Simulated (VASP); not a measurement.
# Ru (Fm-3m) in VASP: a series of runs

Ru is run at these levels: PBE; tasks: single point.

Program: VASP 6.6.1. These are calculated values, not measurements. Logs are shortened: lines on timing, memory, paths and dates and some standing lists are left out, and cuts for length are marked.

**1. The cell of the first run**

The structure is cubic, space group Fm-3m (No. 225). The conventional cell has a = 3.880 Å, b = 3.880 Å, c = 3.880 Å, α = 90.00°, β = 90.00°, γ = 90.00°. Ru (site symmetry m-3m) has 12 Ru at 2.74 Å within 3.6 Å.

This isn't the form of Ru at room conditions, which is hcp.

**2. Single point, PBE (Pd replaced by Ru, lengths x 1.030, strained)**

File INCAR:

```
  PREC = Accurate
  ENCUT = 500
  EDIFF = 1E-6
  ISMEAR = 0
  SIGMA = 0.1
  LREAL = F
  LASPH = T
  NELM = 120
  ALGO = Normal
  ISIF = 2
  LWAVE = F
  LCHARG = F
  GGA = PE
  NBANDS = 13
  GGA_COMPAT = F
```

File KPOINTS:

```
regular mesh
0
Gamma
  8 8 8
```

File POSCAR:

```
Ru
1.0
    0.0000000000      1.9400303062      1.9400303062
    1.9400303062      0.0000000000      1.9400303062
    1.9400303062      1.9400303062      0.0000000000
Ru
1
Direct
    0.0000000000      0.0000000000      0.0000000000
```

Potentials or basis: VASP PAW PBE potentials, release 64 (Ru_pv).

Started as:

```
cat potpaw_PBE.64/Ru_pv/POTCAR > POTCAR
mpirun -np 1 vasp_std > vasp.out
```

OUTCAR:

```text
PREC = Accurate
   ENCUT = 500
   EDIFF = 1E-6
   ISMEAR = 0
   LREAL = F
   LASPH = T
   NELM = 120
   ISIF = 2
   GGA = PE

 ion  position               nearest neighbor table
   1  0.000  0.000  0.000-

  LATTYP: Found a face centered cubic cell.
 ALAT       =     3.8800606124

  Lattice vectors:

 A1 = (   0.0000000000,   1.9400303062,   1.9400303062)
 A2 = (   1.9400303062,   0.0000000000,   1.9400303062)
 A3 = (   1.9400303062,   1.9400303062,   0.0000000000)

Analysis of symmetry for initial positions (statically):
=====================================================================
 Subroutine PRICEL returns:
 Original cell was already a primitive cell.

 Routine SETGRP: Setting up the symmetry group for a
 face centered cubic supercell.

 Subroutine GETGRP returns: Found 48 space group operations
 (whereof 48 operations were pure point group operations)
 out of a pool of 48 trial point group operations.

The static configuration has the point symmetry O_h .

Analysis of symmetry for dynamics (positions and initial velocities):
=====================================================================
 Subroutine PRICEL returns:
 Original cell was already a primitive cell.

 Routine SETGRP: Setting up the symmetry group for a
 face centered cubic supercell.

 Subroutine GETGRP returns: Found 48 space group operations
 (whereof 48 operations were pure point group operations)
 out of a pool of 48 trial point group operations.

The dynamic configuration has the point symmetry O_h .

 Subroutine INISYM returns: Found 48 space group operations
 (whereof 48 operations are pure point group operations),
 and found     1 'primitive' translations

----------------------------------------------------------------------------------------

                                     Primitive cell

  volume of cell :      14.6035

  direct lattice vectors                    reciprocal lattice vectors
     0.000000000  1.940030306  1.940030306    -0.257727933  0.257727933  0.257727933
     1.940030306  0.000000000  1.940030306     0.257727933 -0.257727933  0.257727933
     1.940030306  1.940030306  0.000000000     0.257727933  0.257727933 -0.257727933

  length of vectors
     2.743617170  2.743617170  2.743617170     0.446397874  0.446397874  0.446397874

  position of ions in fractional coordinates (direct lattice)
     0.000000000  0.000000000  0.000000000

  ion indices of the primitive-cell ions
   primitive index   ion index
                 1           1

[... 78 lines left out ...]
   ISYM   =      2    0-nonsym 1-usesym 2-fastsym
   POTIM  = 0.5000    time-step for ionic-motion
   TEBEG  =    0.0;   TEEND  =   0.0 temperature during run
   PSTRESS=    0.0 pullay stress
   NELECT =      14.0000    total number of electrons
   NUPDOWN=      -1.0000    fix difference up-down
   EMIN   =  10.00;   EMAX   =-10.00  energy-range for DOS
   EFERMI =   0.00;   METHOD = LEGACY
   ISMEAR =     0;   SIGMA  =   0.10  broadening in eV -4-tet -1-fermi 0-gaus
   EFERMI_NEDOS =   21; number of points for ismear=-14 and -15
   IALGO  =     38    algorithm
   IMIX   =      4    mixing-type and parameters
     AMIX     =   0.40;   BMIX     =  1.00
     AMIX_MAG =   1.60;   BMIX_MAG =  1.00
  volume/ion in A,a.u.               =      14.60        98.55
  Fermi-wavevector in a.u.,A,eV,Ry     =   1.614231  3.050454 35.453265  2.605741
  Thomas-Fermi vector in A             =   2.709173
   LORBIT       =      0    0 simple, 1 ext, 2 COOP (PROOUT), +10 PAW based schemes
   GGA     = PE    functional components
   LHFCALC =     F    Hartree Fock is set to
   AEXX    =    0.0000 exact exchange contribution
   IVDW    =     0    specifies the selected vdW correction
   LEPSILON=     F    determine dielectric tensor
   LRPA    =     F    only Hartree local field effects (RPA)
 non-spin polarized calculation
 Gauss-broadening in eV      SIGMA  =   0.10
  energy-cutoff  :      500.00
  volume of cell :       14.60
 maximum number of plane-waves:       388
   NGX =  9   NGY =  9   NGZ =  9

 number of electron      13.9999994 magnetization

 Free energy of the ion-electron system (eV)
  ---------------------------------------------------
  ext. energy  EPLUGINS =         0.00000000
  ---------------------------------------------------
  free energy    TOTEN  =        -9.11971133 eV

  energy without entropy =       -9.11538219  energy(sigma->0) =       -9.11754676

 E-fermi :  11.3852     XC(G=0): -13.6677

 val. band max:       11.3589205229   @ k =   0.0000   0.0000   0.0000
 cond. band min:      11.5182088944   @ k =   0.2500   0.0000   0.0000
 fundamental gap:      0.1592883715
 Fermi energy:        11.3851816780

 k-point     1 :       0.0000    0.0000    0.0000
  band No.  band energies     occupation
      1     -30.9252      2.00000
      2     -30.9252      2.00000
      3     -30.9252      2.00000
      4       3.9984      2.00000
      5       9.1717      2.00000
      6       9.1717      2.00000
      7       9.1717      2.00000
      8      11.3589      1.28965
      9      11.3589      1.28965
     10      22.1348      0.00000
     11      26.5653      0.00000
     12      31.9057      0.00000
     13      31.9057      0.00000
[... 354 lines left out ...]
  band No.  band energies     occupation
      1     -31.6472      2.00000
      2     -31.2593      2.00000
      3     -31.1096      2.00000
      4       7.1011      2.00000
      5       7.9755      2.00000
      6       9.4972      2.00000
      7      10.2526      2.00000
      8      12.8130      0.00000
      9      17.3932      0.00000
     10      20.3468      0.00000
     11      22.1356      0.00000
     12      27.2756      0.00000
     13      28.1213      0.00000

 [... further k-points ...]

------------------------ aborting loop because EDIFF is reached ----------------------------------------

  FORCE on cell =-STRESS in cart. coord.  units (eV):
  Direction    XX          YY          ZZ          XY          YZ          ZX
  --------------------------------------------------------------------------------------
  -------------------------------------------------------------------------------------
  Total       -1.3987823     -1.3987823     -1.3987823      0.0000000     -0.0000000      0.0000000
  in kB     -153.4635268   -153.4635268   -153.4635268      0.0000000     -0.0000000      0.0000000
  external PRESSURE =    -153.4635268 kB  Pullay stress =       0.0000000 kB

 VOLUME and BASIS-vectors are now :
 -----------------------------------------------------------------------------
  energy-cutoff  :      500.00
  volume of cell :       14.60
      direct lattice vectors                 reciprocal lattice vectors
     0.000000000  1.940030306  1.940030306    -0.257727933  0.257727933  0.257727933
     1.940030306  0.000000000  1.940030306     0.257727933 -0.257727933  0.257727933
     1.940030306  1.940030306  0.000000000     0.257727933  0.257727933 -0.257727933

 POSITION                                       TOTAL-FORCE (eV/Angst)
 -----------------------------------------------------------------------------------
      0.00000      0.00000      0.00000         0.000000      0.000000      0.000000
 -----------------------------------------------------------------------------------
    total drift:                               -0.000000      0.000000      0.000000

  FREE ENERGIE OF THE ION-ELECTRON SYSTEM (eV)
  ---------------------------------------------------
  free  energy   TOTEN  =        -9.1197113321 eV

  energy  without entropy=       -9.1153821925  energy(sigma->0) =       -9.11754676
```

stdout:

```text
POSCAR found type information on POSCAR Ru
 POSCAR found :  1 types and       1 ions
 scaLAPACK will be used
 LDA part: xc-table for (Slater+PW92), standard interpolation
 POSCAR, INCAR and KPOINTS ok, starting setup
 FFT: planning ... GRIDC
 FFT: planning ... GRID_SOFT
 FFT: planning ... GRID
 WAVECAR not read
 entering main loop
```

It took 3.7 s on 1 thread of Intel Xeon Platinum 8488C (Sapphire Rapids), shared host; peak memory 0.12 GiB.

What came out:

```
Free energy            : -9.1197 eV
Pressure               : -15.3 GPa
Band gap on the k mesh : zero (bands 7 and 8 overlap by 2.78 eV)
```

Caveat: the cell differs from its parent crystal (Pd replaced by Ru, lengths x 1.030, strained); the cell stands under tension; an empty level that is flat over the whole mesh can mark a ghost state of the potentials, or a narrow d or f band.

**3. Single point, PBE (Pd replaced by Ru, lengths x 1.030, strained)**

File INCAR:

```
  ALGO = Normal
  EDIFF = 1E-6
  ENCUT = 500
  GGA = PE
  GGA_COMPAT = F
  ISIF = 2
  ISMEAR = 0
  LASPH = T
  LCHARG = F
  LREAL = F
  LWAVE = F
  NBANDS = 13
  NELM = 120
  PREC = Accurate
  SIGMA = 0.1
```

File KPOINTS:

```
k-points
0
Gamma
  18 18 18
```

POSCAR is that of step 2.

Potentials or basis: VASP PAW PBE potentials, release 64 (Ru_pv).

Started as:

```
cat potpaw_PBE.64/Ru_pv/POTCAR > POTCAR
mpirun -np 1 vasp_std > vasp.out
```

OUTCAR:

```text
EDIFF = 1E-6
   ENCUT = 500
   GGA = PE
   ISIF = 2
   ISMEAR = 0
   LASPH = T
   LREAL = F
   NELM = 120
   PREC = Accurate

 ion  position               nearest neighbor table
   1  0.000  0.000  0.000-

  LATTYP: Found a face centered cubic cell.
 ALAT       =     3.8800606124

  Lattice vectors:

 A1 = (   0.0000000000,   1.9400303062,   1.9400303062)
 A2 = (   1.9400303062,   0.0000000000,   1.9400303062)
 A3 = (   1.9400303062,   1.9400303062,   0.0000000000)

Analysis of symmetry for initial positions (statically):
=====================================================================
 Subroutine PRICEL returns:
 Original cell was already a primitive cell.

 Routine SETGRP: Setting up the symmetry group for a
 face centered cubic supercell.

 Subroutine GETGRP returns: Found 48 space group operations
 (whereof 48 operations were pure point group operations)
 out of a pool of 48 trial point group operations.

The static configuration has the point symmetry O_h .

Analysis of symmetry for dynamics (positions and initial velocities):
=====================================================================
 Subroutine PRICEL returns:
 Original cell was already a primitive cell.

 Routine SETGRP: Setting up the symmetry group for a
 face centered cubic supercell.

 Subroutine GETGRP returns: Found 48 space group operations
 (whereof 48 operations were pure point group operations)
 out of a pool of 48 trial point group operations.

The dynamic configuration has the point symmetry O_h .

 Subroutine INISYM returns: Found 48 space group operations
 (whereof 48 operations are pure point group operations),
 and found     1 'primitive' translations

----------------------------------------------------------------------------------------

                                     Primitive cell

  volume of cell :      14.6035

  direct lattice vectors                    reciprocal lattice vectors
     0.000000000  1.940030306  1.940030306    -0.257727933  0.257727933  0.257727933
     1.940030306  0.000000000  1.940030306     0.257727933 -0.257727933  0.257727933
     1.940030306  1.940030306  0.000000000     0.257727933  0.257727933 -0.257727933

[... 112 lines left out ...]
 non-spin polarized calculation
 Gauss-broadening in eV      SIGMA  =   0.10
  energy-cutoff  :      500.00
  volume of cell :       14.60
 maximum number of plane-waves:       388
   NGX =  9   NGY =  9   NGZ =  9

 number of electron      13.9999994 magnetization

 Free energy of the ion-electron system (eV)
  ---------------------------------------------------
  ext. energy  EPLUGINS =         0.00000000
  ---------------------------------------------------
  free energy    TOTEN  =        -9.08854237 eV

  energy without entropy =       -9.08285744  energy(sigma->0) =       -9.08569991

 E-fermi :  11.4432     XC(G=0): -13.6698

 val. band max:       11.4280458341   @ k =   0.3333   0.2778   0.0000
 cond. band min:      11.4437267668   @ k =   0.1667   0.0556   0.0000
 fundamental gap:      0.0156809327
 Fermi energy:        11.4431810901

 k-point     1 :       0.0000    0.0000    0.0000
  band No.  band energies     occupation
      1     -30.9383      2.00000
      2     -30.9383      2.00000
      3     -30.9383      2.00000
      4       3.9985      2.00000
      5       9.1645      2.00000
      6       9.1645      2.00000
      7       9.1645      2.00000
      8      11.3501      1.81177
      9      11.3501      1.81177
     10      22.1079      0.00000
     11      26.5650      0.00000
     12      31.9058      0.00000
     13      31.9058      0.00000
[... 354 lines left out ...]
  band No.  band energies     occupation
      1     -31.3430      2.00000
      2     -31.0200      2.00000
      3     -30.9836      2.00000
      4       5.8297      2.00000
      5       8.7167      2.00000
      6       9.5481      2.00000
      7       9.6153      2.00000
      8      11.1298      1.99999
      9      11.8476      0.00000
     10      22.1074      0.00000
     11      26.5908      0.00000
     12      28.5618      0.00000
     13      33.7383      0.00000

 [... further k-points ...]

------------------------ aborting loop because EDIFF is reached ----------------------------------------

  FORCE on cell =-STRESS in cart. coord.  units (eV):
  Direction    XX          YY          ZZ          XY          YZ          ZX
  --------------------------------------------------------------------------------------
  -------------------------------------------------------------------------------------
  Total       -1.3380246     -1.3380246     -1.3380246      0.0000000      0.0000000      0.0000000
  in kB     -146.7976680   -146.7976680   -146.7976680      0.0000000      0.0000000      0.0000000
  external PRESSURE =    -146.7976680 kB  Pullay stress =       0.0000000 kB

 VOLUME and BASIS-vectors are now :
 -----------------------------------------------------------------------------
  energy-cutoff  :      500.00
  volume of cell :       14.60
      direct lattice vectors                 reciprocal lattice vectors
     0.000000000  1.940030306  1.940030306    -0.257727933  0.257727933  0.257727933
     1.940030306  0.000000000  1.940030306     0.257727933 -0.257727933  0.257727933
     1.940030306  1.940030306  0.000000000     0.257727933  0.257727933 -0.257727933

 POSITION                                       TOTAL-FORCE (eV/Angst)
 -----------------------------------------------------------------------------------
      0.00000      0.00000      0.00000         0.000000      0.000000      0.000000
 -----------------------------------------------------------------------------------
    total drift:                                0.000000      0.000000      0.000000

  FREE ENERGIE OF THE ION-ELECTRON SYSTEM (eV)
  ---------------------------------------------------
  free  energy   TOTEN  =        -9.0885423712 eV

  energy  without entropy=       -9.0828574411  energy(sigma->0) =       -9.08569991
```

OSZICAR:

```text
N       E                     dE             d eps       ncg     rms          rms(c)
DAV:   1     0.102223214485E+03    0.10222E+03   -0.82887E+03  5117   0.111E+03
DAV:   2    -0.860717093267E+01   -0.11083E+03   -0.10645E+03  5555   0.315E+02
DAV:   3    -0.978173146784E+01   -0.11746E+01   -0.11710E+01  5675   0.358E+01
DAV:   4    -0.978516994977E+01   -0.34385E-02   -0.34384E-02  5610   0.209E+00
DAV:   5    -0.978519394078E+01   -0.23991E-04   -0.23991E-04  5730   0.159E-01    0.106E+01
DAV:   6    -0.912590826266E+01    0.65929E+00   -0.11362E+00  5180   0.138E+01    0.241E+00
DAV:   7    -0.909218609879E+01    0.33722E-01   -0.57465E-02  5620   0.287E+00    0.685E-01
DAV:   8    -0.908852018844E+01    0.36659E-02   -0.34509E-03  5120   0.769E-01    0.116E-01
DAV:   9    -0.908853904845E+01   -0.18860E-04   -0.73053E-05  5720   0.117E-01    0.229E-02
DAV:  10    -0.908854245761E+01   -0.34092E-05   -0.30759E-06  5305   0.199E-02    0.116E-03
DAV:  11    -0.908854237119E+01    0.86424E-07   -0.16251E-08  2750   0.139E-03
   1 F= -.90885424E+01 E0= -.90856999E+01  d E =-.568493E-02
```

Wall time 15 s (1 thread of Intel Xeon Platinum 8488C (Sapphire Rapids), shared host); peak memory 0.15 GiB.

Results:

* Free energy: -9.0885 eV
* Pressure: -14.7 GPa
* Band gap on the k mesh: zero (bands 7 and 8 overlap by 3.05 eV)

Caveat: the cell differs from its parent crystal (Pd replaced by Ru, lengths x 1.030, strained); the cell stands under tension.
